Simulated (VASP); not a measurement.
# Cu in VASP: single point with PBE

Aim: the single point of Cu with PBE.

Program: VASP 6.6.1. These are calculated values, not measurements. Logs are shortened: lines on timing, memory, paths and dates and some standing lists are left out, and cuts for length are marked.

## Step 1: The cell of the first run

The cell holds a slab with vacuum, 9 atoms: a = 2.510 Å, b = 2.510 Å, c = 29.200 Å, α = 90.00°, β = 90.00°, γ = 90.00°.

## Step 2: Single point, PBE

File INCAR:

```
ALGO = Normal
DIPOL = 0.5 0.5 0.500
EDIFF = 1E-6
ENCUT = 520
GGA = PE
IDIPOL = 3
ISIF = 2
ISMEAR = 0
LASPH = T
LCHARG = F
LDIPOL = T
LREAL = F
LWAVE = F
NBANDS = 60
NELM = 60
PREC = Accurate
SIGMA = 0.1
```

File KPOINTS:

```
k-points
0
Gamma
  16 16 1
```

File POSCAR:

```
Cu
1.0
    2.5102290732      0.0000000000      0.0000000000
    0.0000000000      2.5102290732      0.0000000000
    0.0000000000      0.0000000000     29.2000000000
Cu
9
Direct
    0.0000000000      0.0000000000      0.2453047916
    0.5000000000      0.5000000000      0.3076114252
    0.0000000000      0.0000000000      0.3717845083
    0.5000000000      0.5000000000      0.4359173810
    0.0000000000      0.0000000000      0.4999999987
    0.5000000000      0.5000000000      0.5640826168
    0.0000000000      0.0000000000      0.6282154906
    0.5000000000      0.5000000000      0.6923885760
    0.0000000000      0.0000000000      0.7546952118
```

Potentials or basis: VASP PAW PBE potentials, release 64 (Cu).

Run with:

```
cat potpaw_PBE.64/Cu/POTCAR > POTCAR
mpirun -np 1 vasp_std > vasp.out
```

OUTCAR:

```text
EDIFF = 1E-6
   ENCUT = 520
   GGA = PE
   ISIF = 2
   ISMEAR = 0
   LASPH = T
   LREAL = F
   NELM = 60
   PREC = Accurate

 ion  position               nearest neighbor table
   1  0.000  0.000  0.245-   2 2.54   2 2.54   2 2.54   2 2.54
   2  0.500  0.500  0.308-   1 2.54   1 2.54   1 2.54   1 2.54   3 2.58   3 2.58   3 2.58   3 2.58

   3  0.000  0.000  0.372-   4 2.58   4 2.58   4 2.58   4 2.58   2 2.58   2 2.58   2 2.58   2 2.58

   4  0.500  0.500  0.436-   5 2.58   5 2.58   5 2.58   5 2.58   3 2.58   3 2.58   3 2.58   3 2.58

   5  0.000  0.000  0.500-   4 2.58   4 2.58   4 2.58   4 2.58   6 2.58   6 2.58   6 2.58   6 2.58

   6  0.500  0.500  0.564-   5 2.58   5 2.58   5 2.58   5 2.58   7 2.58   7 2.58   7 2.58   7 2.58

   7  0.000  0.000  0.628-   6 2.58   6 2.58   6 2.58   6 2.58   8 2.58   8 2.58   8 2.58   8 2.58

   8  0.500  0.500  0.692-   9 2.54   9 2.54   9 2.54   9 2.54   7 2.58   7 2.58   7 2.58   7 2.58

   9  0.000  0.000  0.755-   8 2.54   8 2.54   8 2.54   8 2.54

  LATTYP: Found a simple tetragonal cell.
 ALAT       =     2.5102290732
 C/A-ratio  =    11.6324045131

  Lattice vectors:

 A1 = (   2.5102290732,   0.0000000000,   0.0000000000)
 A2 = (   0.0000000000,   2.5102290732,   0.0000000000)
 A3 = (   0.0000000000,   0.0000000000,  29.2000000000)

Analysis of symmetry for initial positions (statically):
=====================================================================
 Subroutine PRICEL returns:
 Original cell was already a primitive cell.

 Routine SETGRP: Setting up the symmetry group for a
 simple tetragonal supercell.

 Subroutine GETGRP returns: Found 16 space group operations
 (whereof 16 operations were pure point group operations)
 out of a pool of 16 trial point group operations.

The static configuration has the point symmetry D_4h.

Analysis of symmetry for dynamics (positions and initial velocities):
=====================================================================
 Subroutine PRICEL returns:
 Original cell was already a primitive cell.

 Routine SETGRP: Setting up the symmetry group for a
 simple tetragonal supercell.

 Subroutine GETGRP returns: Found 16 space group operations
 (whereof 16 operations were pure point group operations)
 out of a pool of 16 trial point group operations.

The dynamic configuration has the point symmetry D_4h.

 Subroutine INISYM returns: Found 16 space group operations
 (whereof 16 operations are pure point group operations),
 and found     1 'primitive' translations

----------------------------------------------------------------------------------------

                                     Primitive cell

  volume of cell :     183.9965

  direct lattice vectors                    reciprocal lattice vectors
     2.510229073  0.000000000  0.000000000     0.398370018  0.000000000  0.000000000
     0.000000000  2.510229073  0.000000000     0.000000000  0.398370018  0.000000000
     0.000000000  0.000000000 29.200000000     0.000000000  0.000000000  0.034246575

  length of vectors
     2.510229073  2.510229073 29.200000000     0.398370018  0.398370018  0.034246575

  position of ions in fractional coordinates (direct lattice)
     0.000000000  0.000000000  0.245304792
     0.500000000  0.500000000  0.307611425
     0.000000000  0.000000000  0.371784508
     0.500000000  0.500000000  0.435917381
     0.000000000  0.000000000  0.499999999
     0.500000000  0.500000000  0.564082617
     0.000000000  0.000000000  0.628215491
     0.500000000  0.500000000  0.692388576
     0.000000000  0.000000000  0.754695212

  ion indices of the primitive-cell ions
   primitive index   ion index
                 1           1
                 2           2
                 3           3
                 4           4
                 5           5
                 6           6
                 7           7
                 8           8
                 9           9

----------------------------------------------------------------------------------------

 KPOINTS: k-points

Automatic generation of k-mesh.
 Grid dimensions read from file:
 generate k-points for:   16   16    1

 Generating k-lattice:

  Cartesian coordinates                     Fractional coordinates (reciprocal lattice)
     0.024898126  0.000000000  0.000000000     0.062500000  0.000000000  0.000000000
     0.000000000  0.024898126  0.000000000     0.000000000  0.062500000  0.000000000
     0.000000000  0.000000000  0.034246575     0.000000000  0.000000000  1.000000000

  Length of vectors
     0.024898126  0.024898126  0.034246575

  Shift w.r.t. Gamma in fractional coordinates (k-lattice)
     0.000000000  0.000000000  0.000000000

 Subroutine IBZKPT returns following result:
 ===========================================

 Found     45 irreducible k-points:

 Following reciprocal coordinates:
            Coordinates               Weight
  0.000000  0.000000  0.000000      1.000000
  0.062500  0.000000  0.000000      4.000000
  0.125000  0.000000  0.000000      4.000000
  0.187500  0.000000  0.000000      4.000000
  0.250000  0.000000  0.000000      4.000000
  0.312500  0.000000  0.000000      4.000000
[... 16 lines left out ...]
  0.437500  0.125000  0.000000      8.000000
  0.500000  0.125000  0.000000      4.000000
 [... further k-points ...]
   k-points           NKPTS =     45   k-points in BZ     NKDIM =     45   number of bands    NBANDS=     60
   number of dos      NEDOS =    301   number of ions     NIONS =      9
   total plane-waves  NPLWV =  89600
   dimension x,y,z NGX =    20 NGY =   20 NGZ =  224
   dimension x,y,z NGXF=    40 NGYF=   40 NGZF=  448
   ions per type =               9
   NGX,Y,Z   is equivalent  to a cutoff of  13.25, 13.25, 12.75 a.u.
   NGXF,Y,Z  is equivalent  to a cutoff of  26.49, 26.49, 25.51 a.u.
 SYSTEM =  unknown system
   PREC   = accura    normal or accurate (medium, high low for compatibility)
   ISTART =      0    job   : 0-new  1-cont  2-samecut
   ICHARG =      2    charge: 1-file 2-atom 10-const
   ISPIN  =      1    spin polarized calculation?
   LNONCOLLINEAR =      F non collinear calculations
   LSORBIT =      F    spin-orbit coupling
   LASPH  =      T    aspherical Exc in radial PAW
   ENCUT  =  520.0 eV  38.22 Ry    6.18 a.u.   4.67  4.67 54.29*2*pi/ulx,y,z
   NELM   =     60;   NELMIN=  2; NELMDL= -5     # of ELM steps
   EDIFF  = 0.1E-05   stopping-criterion for ELM
   LREAL  =      F    real-space projection
   EDIFFG = 0.1E-04   stopping-criterion for IOM
   NSW    =      0    number of steps for IOM
   IBRION =     -1    ionic relax: 0-MD 1-quasi-New 2-CG
   NFREE  =      0    steps in history (QN), initial steepest desc. (CG)
   ISIF   =      2    stress and relaxation
   ISYM   =      2    0-nonsym 1-usesym 2-fastsym
   POTIM  = 0.5000    time-step for ionic-motion
   TEBEG  =    0.0;   TEEND  =   0.0 temperature during run
   PSTRESS=    0.0 pullay stress
   NELECT =      99.0000    total number of electrons
   NUPDOWN=      -1.0000    fix difference up-down
   EMIN   =  10.00;   EMAX   =-10.00  energy-range for DOS
   EFERMI =   0.00;   METHOD = LEGACY
   ISMEAR =     0;   SIGMA  =   0.10  broadening in eV -4-tet -1-fermi 0-gaus
   EFERMI_NEDOS =   21; number of points for ismear=-14 and -15
   IALGO  =     38    algorithm
   IMIX   =      4    mixing-type and parameters
     AMIX     =   0.40;   BMIX     =  1.00
     AMIX_MAG =   1.60;   BMIX_MAG =  1.00
  volume/ion in A,a.u.               =      20.44       137.96
  Fermi-wavevector in a.u.,A,eV,Ry     =   1.331527  2.516222 24.122649  1.772965
  Thomas-Fermi vector in A             =   2.460531
   LORBIT       =      0    0 simple, 1 ext, 2 COOP (PROOUT), +10 PAW based schemes
   GGA     = PE    functional components
   LHFCALC =     F    Hartree Fock is set to
   AEXX    =    0.0000 exact exchange contribution
   IVDW    =     0    specifies the selected vdW correction
   LEPSILON=     F    determine dielectric tensor
   LRPA    =     F    only Hartree local field effects (RPA)
 non-spin polarized calculation
 Gauss-broadening in eV      SIGMA  =   0.10
  energy-cutoff  :      520.00
  volume of cell :      184.00
 maximum number of plane-waves:      5029
 NGX is ok and might be reduce to    20
   NGX =  9   NGY =  9   NGZ =109

 dipolmoment           0.000000      0.000000     -0.000000 electrons x Angstroem

 number of electron      99.0000044 magnetization

 dipolmoment           0.000000      0.000000      0.000000 electrons x Angstroem

 Free energy of the ion-electron system (eV)
  ---------------------------------------------------
  ext. energy  EPLUGINS =         0.00000000
  ---------------------------------------------------
  free energy    TOTEN  =       -32.35680352 eV

  energy without entropy =      -32.33997203  energy(sigma->0) =      -32.34838778

 E-fermi :   2.5091     XC(G=0):  -7.9750

 val. band max:        2.5033523194   @ k =   0.5000   0.1250   0.0000
 cond. band min:       2.5156048207   @ k =   0.5000   0.0000   0.0000
 fundamental gap:      0.0122525014
 Fermi energy:         2.5090528087

 k-point     1 :       0.0000    0.0000    0.0000
  band No.  band energies     occupation
      1      -6.7513      2.00000
      2      -6.3991      2.00000
      3      -5.8065      2.00000
      4      -4.9880      2.00000
      5      -4.0368      2.00000
      6      -3.1441      2.00000
[... 52 lines left out ...]
     59       9.6775      0.00000
     60       9.7180      0.00000

 k-point     2 :       0.0625    0.0000    0.0000
  band No.  band energies     occupation
      1      -6.6533      2.00000
      2      -6.3026      2.00000
      3      -5.7128      2.00000
      4      -4.8988      2.00000
      5      -3.9542      2.00000
      6      -3.0701      2.00000
[... 1375 lines left out ...]
     59       8.0095      0.00000
     60       8.5490      0.00000

 k-point    24 :       0.5000    0.1250    0.0000
  band No.  band energies     occupation
      1      -2.3314      2.00000
      2      -2.3295      2.00000
      3      -2.2586      2.00000
      4      -2.2428      2.00000
      5      -2.1420      2.00000
      6      -2.1007      2.00000
[... 52 lines left out ...]
     59       7.8566      0.00000
     60       8.4330      0.00000

 [... further k-points ...]

------------------------ aborting loop because EDIFF is reached ----------------------------------------

 vacuum level on the upper side and lower side of the slab       (xc-potential included)        -0.208        -0.208

  FORCE on cell =-STRESS in cart. coord.  units (eV):
  Direction    XX          YY          ZZ          XY          YZ          ZX
  --------------------------------------------------------------------------------------
  -------------------------------------------------------------------------------------
  Total        1.4406980      1.4406980      0.2651949      0.0000000      0.0000000      0.0000000
  in kB       12.5450953     12.5450953      2.3092246      0.0000000      0.0000000      0.0000000
  external PRESSURE =       9.1331384 kB  Pullay stress =       0.0000000 kB

 VOLUME and BASIS-vectors are now :
 -----------------------------------------------------------------------------
  energy-cutoff  :      520.00
  volume of cell :      184.00
      direct lattice vectors                 reciprocal lattice vectors
     2.510229073  0.000000000  0.000000000     0.398370018  0.000000000  0.000000000
     0.000000000  2.510229073  0.000000000     0.000000000  0.398370018  0.000000000
     0.000000000  0.000000000 29.200000000     0.000000000  0.000000000  0.034246575

 POSITION                                       TOTAL-FORCE (eV/Angst)
 -----------------------------------------------------------------------------------
      0.00000      0.00000      7.16290         0.000000      0.000000     -0.026588
      1.25511      1.25511      8.98225        -0.000000      0.000000      0.001158
      0.00000      0.00000     10.85611         0.000000     -0.000000      0.001733
      1.25511      1.25511     12.72879         0.000000      0.000000      0.001027
      0.00000      0.00000     14.60000         0.000000     -0.000000      0.000000
      1.25511      1.25511     16.47121         0.000000     -0.000000     -0.001027
      0.00000      0.00000     18.34389        -0.000000     -0.000000     -0.001733
      1.25511      1.25511     20.21775        -0.000000     -0.000000     -0.001158
      0.00000      0.00000     22.03710        -0.000000     -0.000000      0.026588
 -----------------------------------------------------------------------------------
    total drift:                               -0.000000      0.000000      0.000004

  FREE ENERGIE OF THE ION-ELECTRON SYSTEM (eV)
  ---------------------------------------------------
  free  energy   TOTEN  =       -32.3568035228 eV

  energy  without entropy=      -32.3399720277  energy(sigma->0) =      -32.34838778

 vacuum level on the upper side and lower side of the slab         6.901         6.901
```

Run time: 14 min. Hardware: 1 thread of Intel Xeon Platinum 8259CL at 2.50GHz (Skylake/Cascade Lake), shared host; peak memory 0.49 GiB.

What came out:

- Free energy: -32.3568 eV
- Largest force: 0.027 eV/Å
- Band gap on the k mesh: zero (an odd number of electrons rules out a gap without spin polarisation)

Forces on the atoms (eV/Å):
```
Cu   0.000  0.000 -0.027
Cu   0.000  0.000  0.001
Cu   0.000  0.000  0.002
Cu   0.000  0.000  0.001
Cu   0.000  0.000  0.000
Cu   0.000  0.000 -0.001
Cu   0.000  0.000 -0.002
Cu   0.000  0.000 -0.001
Cu   0.000  0.000  0.027
```

Levels at points of the mesh, in eV from the Fermi level:
```
           k point  band 48  band 49  band 50  band 51  band 52  band 53
(0.00, 0.00, 0.00)    -1.56    -1.51    -1.51    -1.49    -1.49    -0.86
(0.50, 0.00, 0.00)    -0.43    -0.35    -0.23    -0.19    -0.16     0.01
(0.50, 0.50, 0.00)     2.78     2.78     3.73     3.73     4.90     4.90
```
